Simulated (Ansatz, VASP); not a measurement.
Given: the input of a run of Ansatz 0.2.0 on CuO.

Contents of input.yaml:

```yaml
crystal:
  lattice:
    - [2.8795009639, 0.0, 0.0]
    - [0.039072758, 2.8792794796, 0.0]
    - [0.0174953863, 0.0172449008, 5.1763391994]
  atoms:
    - { symbol: Cu, position: [0.0, 0.5, 0.0] }
    - { symbol: Cu, position: [0.5, 0.0, 0.5] }
    - { symbol: O, position: [0.99842397, 0.00167178, 0.7498871] }
    - { symbol: O, position: [0.00157603, 0.99832822, 0.2501129] }
hamiltonian:
  xc: rpbe
  pseudopotentials: { kind: paw }
kpoints:
  mp_grid: { grid: [9, 9, 5] }
scf:
  occupations: { method: fermi_dirac, width: 0.05 }
output:
  forces: true
  stress: true
  eigenvalues: true
```

Potentials or basis: Ansatz PAW.

Command:

```console
$ ansatz run input.yaml --threads 2 --pin off --max-ram 5632MiB --backend cpu --events-out ev --progress --plain --runs-dir out
```

Problem. Translate it to VASP 6.6.1. Potentials there: VASP PAW PBE potentials, release 64 (Cu, O).

Solution. As run (the cutoff follows the program's own potentials):

File INCAR:

```
  ALGO = Normal
  EDIFF = 1E-7
  ENCUT = 520
  GGA = RP
  ISIF = 2
  ISMEAR = -1
  LASPH = T
  LCHARG = F
  LREAL = F
  LWAVE = F
  NBANDS = 25
  NELM = 60
  PREC = Accurate
  SIGMA = 0.05
```

The input KPOINTS:

```
k-points
0
Gamma
  9 9 5
```

File POSCAR:

```
CuO
1.0
    2.8795009639      0.0000000000      0.0000000000
    0.0390727580      2.8792794796      0.0000000000
    0.0174953863      0.0172449008      5.1763391994
Cu O
2 2
Direct
    0.0000000000      0.5000000000      0.0000000000
    0.5000000000      0.0000000000      0.5000000000
    0.9984239700      0.0016717800      0.7498871000
    0.0015760300      0.9983282200      0.2501129000
```

Potentials or basis: VASP PAW PBE potentials, release 64 (Cu, O).

Launch:

```bash
$ cat potpaw_PBE.64/Cu/POTCAR potpaw_PBE.64/O/POTCAR > POTCAR
$ mpirun -np 1 vasp_std > vasp.out
```

Both were run:

|  | VASP | Ansatz | Ansatz less VASP |
| --- | --- | --- | --- |
| gap on the k mesh at the Fermi level (eV) | none | none | - |
| pressure (GPa) | 11.9 | 11.1 | -0.78 |
| rms of the force components (eV/Å) | 0.004 | 0.004 | +0.0001 |

VASP's potentials were made for PBE, not for RPBE. Atom by atom the forces differ by 0.000 eV/Å (rms over components). A gap of «none» marks a metal or a gap that the smearing closes. VASP's potentials hold 34 valence electrons a cell and Ansatz's 50, so a difference there can come from the potentials and not from the codes.
